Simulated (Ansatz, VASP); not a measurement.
CdTe in VASP and in Ansatz

```
Cd Te
1.0
     0.00000    3.27990    3.27990
     3.27990    0.00000    3.27990
     3.27990    3.27990    0.00000
Cd Te
1 1
Direct
  0.00000 0.00000 0.00000
  0.25000 0.25000 0.25000
```

Alike in both runs: task single point; functional PBE; k mesh 6 × 6 × 6; no spin polarisation.

```csv
,VASP,Ansatz
version,VASP 6.6.1,Ansatz 0.2.0
potentials or method,"VASP PAW PBE potentials, release 64 (Cd, Te)","plane waves, PAW"
plane-wave cutoff (eV),520,420
occupations,"gaussian, width 0.01 eV",fixed
valence electrons in the cell,18,36
```

|  | VASP | Ansatz | Ansatz less VASP |
| --- | --- | --- | --- |
| gap on the k mesh at the Fermi level (eV) | 0.66 | 0.66 | +0.002 |
| pressure (GPa) | 1.1 | 1.0 | -0.12 |

VASP's potentials hold 18 valence electrons a cell and Ansatz's 36, so a difference there can come from the potentials and not from the codes.

Neither program's run includes spin-orbit coupling.
